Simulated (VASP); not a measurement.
Wanted: the native input for a VASP 6.6.1 run.

```yaml
Task: single point
Functional: PBE
Potentials_or_basis: VASP PAW PBE potentials, release 64 (Ta_pv, C)
Cutoff: 520 eV
k_mesh: 12 × 12 × 4
Occupations: gaussian, width 0.1 eV
Spin: no spin polarisation
Dipole_correction: no
Further_INCAR_settings: ALGO = Normal; EDIFF = 1e-06; NBANDS = 25
```

The structure of Ta2C3 lies in POSCAR:

```
Ta2C3
1.0
    3.0250637760      0.0000000000      0.0000000000
   -1.5125318880      2.6197820781      0.0000000000
    0.0000000000      0.0000000000      6.4414230442
Ta C
2 3
Direct
    0.3333333333      0.6666666667      0.2083520802
    0.6666666667      0.3333333333      0.7916479198
    0.0000000000      1.0000000000      0.0000000000
    0.3333333333      0.6666666667      0.5453293478
    0.6666666667      0.3333333333      0.4546706522
```

One way to write it, as run:

INCAR

```
SYSTEM = Ta2C3
PREC     = Accurate       ! precision mode
ENCUT    = 520            ! plane-wave cutoff, eV
EDIFF    = 1E-6           ! SCF threshold, eV
ISMEAR   = 0              ! smearing method
SIGMA    = 0.1            ! smearing width, eV
LREAL    = .False.        ! projectors in reciprocal space
LASPH    = .True.         ! aspherical terms in the spheres
NELM     = 100            ! most SCF steps
ALGO     = Normal         ! electronic algorithm
ISIF     = 2              ! what is computed and relaxed
LWAVE    = .False.        ! write WAVECAR
LCHARG   = .False.        ! write CHGCAR
GGA      = PE             ! functional
NBANDS   = 25             ! bands
```

KPOINTS

```
regular mesh
0
Gamma
  12 12 4
  0 0 0
```

Potentials or basis: VASP PAW PBE potentials, release 64 (Ta_pv, C).

Launch:

```console
$ cat potpaw_PBE.64/Ta_pv/POTCAR potpaw_PBE.64/C/POTCAR > POTCAR
$ mpirun -np 1 vasp_std > vasp.out
```

It gave:

```
Pressure               : 0.7 GPa
Largest force          : 0.020 eV/Å
Band gap on the k mesh : zero (band 17 reaches 9.90 eV, above the bottom of band 18 at 7.59 eV)
```

Caveat: spin-orbit coupling is left out, which moves the levels of the heavy elements.

It took 42 s on 1 thread of Intel(R) Xeon(R) Platinum 8488C (Sapphire Rapids), with other jobs on the host, peak memory 0.22 GiB.
